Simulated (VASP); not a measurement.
A run of VASP 6.6.1 is set up as follows.

INCAR

```
SYSTEM = Ce4O7
  PREC = Accurate
  ENCUT = 600
  EDIFF = 1E-6
  ISMEAR = 0
  SIGMA = 0.05
  LREAL = .False.
  LASPH = .True.
  NELM = 200
  ALGO = Normal
  ISIF = 2
  LWAVE = .False.
  LCHARG = .False.
  GGA = PE
  NBANDS = 56
  GGA_COMPAT = .False.
  LMAXMIX = 6
```

Contents of KPOINTS:

```
regular mesh
0
Gamma
  2 2 2
  0 0 0
```

Contents of POSCAR:

```
Ce4O7
1.0
    5.4500000000      0.0000000000      0.0000000000
    0.0000000000      5.4500000000      0.0000000000
    0.0000000000      0.0000000000      5.4500000000
Ce O
4 7
Direct
    0.9992320000      0.0015340000      0.9993220000
    0.9990550000      0.4972100000      0.4993600000
    0.5033360000      0.0012720000      0.5031110000
    0.5007470000      0.5011840000      0.0005560000
    0.2450020000      0.2525660000      0.7515190000
    0.2514960000      0.7449260000      0.2447680000
    0.2473310000      0.7485950000      0.7509160000
    0.7498620000      0.2515630000      0.2480730000
    0.7509260000      0.2511820000      0.7480170000
    0.7551530000      0.7516700000      0.2535910000
    0.7481390000      0.7477810000      0.7489680000
```

Potentials or basis: VASP PAW PBE potentials, release 64 (Ce, O).

Command:

```console
$ cat potpaw_PBE.64/Ce/POTCAR potpaw_PBE.64/O/POTCAR > POTCAR
$ mpirun -np 1 vasp_std > vasp.out
```

Task: Predict the pressure.

Result: 2.4 GPa.

Task: What does it give for the largest force?

Result: 1.875 eV/Å.

Task: What does it give for the band gap on the k mesh?

Result: 0.06 eV.

Forces on the atoms (eV/Å):
```
Ce  -0.852 -1.302 -0.970
Ce  -0.849  1.337  1.004
Ce   0.750 -1.274  0.841
Ce   0.865  1.138 -1.057
O    0.295 -0.175 -0.002
O    0.090  0.122  0.259
O    0.095  0.177 -0.160
O   -0.047 -0.068  0.047
O   -0.158 -0.151  0.023
O   -0.171  0.040 -0.114
O   -0.019  0.156  0.128
```

Caveat: the k points lie up to 0.58 Å⁻¹ apart; spin-orbit coupling is left out, which moves the levels of the heavy elements; semilocal functionals describe open f shells poorly, which spoils levels, moments and volumes; forces of over 1 eV/Å act on the atoms, so gaps and moduli don't describe the material at rest. A k mesh can miss the band edges.
